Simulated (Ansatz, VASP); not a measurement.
## One calculation of TiCo, two programs

INCAR

```
  ALGO = Normal
  EDIFF = 1E-6
  ENCUT = 520
  GGA = PE
  ISIF = 2
  ISMEAR = 0
  ISPIN = 2
  LASPH = T
  LCHARG = T
  LELF = T
  LMAXMIX = 4
  LORBIT = 11
  LREAL = F
  LVHAR = T
  LWAVE = F
  MAGMOM = 0 1.09
  NBANDS = 22
  NELM = 150
  PREC = Accurate
  SIGMA = 0.1
```

The input KPOINTS:

```
k-points
0
Gamma
  14 14 14
```

Contents of POSCAR:

```
TiCo
1.0
    2.9246398310      0.0000000000      0.0000000000
    0.0000000000      2.9246398310      0.0000000000
    0.0000000000      0.0000000000      2.9246398310
Ti Co
1 1
Direct
    0.0000000000      0.0000000000      0.0000000000
    0.5000000000      0.5000000000      0.5000000000
```

Input for Ansatz:

```yaml
crystal:
  lattice:
    - [2.924639831, 0.0, 0.0]
    - [0.0, 2.924639831, 0.0]
    - [0.0, 0.0, 2.924639831]
  atoms:
    - { symbol: Ti, position: [0.0, 0.0, 0.0] }
    - { symbol: Co, position: [0.5, 0.5, 0.5], spin: 1.09 }
basis:
  ecutwfc: 420
kpoints:
  mp_grid: { grid: [14, 14, 14] }
hamiltonian:
  xc: pbe
scf:
  occupations: { method: gaussian, width: 0.1 }
output:
  forces: true
  stress: true
  eigenvalues: true
  populations: true
  write_density: true
  write_potential: true
  elf: true
  volumetric_format: npy
magnetization:
  spin_polarized: true
```

Alike in both runs: task single point; functional PBE; k mesh 14 × 14 × 14; occupations gaussian, width 0.1 eV; collinear spin.

|  | VASP | Ansatz |
| --- | --- | --- |
| version | VASP 6.6.1 | Ansatz 0.2.0 |
| potentials or method | VASP PAW PBE potentials, release 64 (Ti_sv, Co), cutoff 520 eV | scalar-relativistic, plane waves, PAW |
| valence electrons in the cell | 21 | 29 |

VASP gave:

| Quantity | Value |
| --- | --- |
| gap on the k mesh at the Fermi level (eV) | none |
| pressure (GPa) | 10.4 |
| net moment per atom (μB) | 0.37 |
| size of the moment on the site where the two differ most (μB) | 0.76 |

What did Ansatz give for the same quantities?

gap on the k mesh at the Fermi level (eV): none; pressure (GPa): 11.3; net moment per atom (μB): 0.39; size of the moment on the site where the two differ most (μB): 0.83.

Site moments also hang on the region over which each program counts them. A gap of «none» marks a metal or a gap that the smearing closes. VASP's potentials hold 21 valence electrons a cell and Ansatz's 29, so a difference there can come from the potentials and not from the codes.
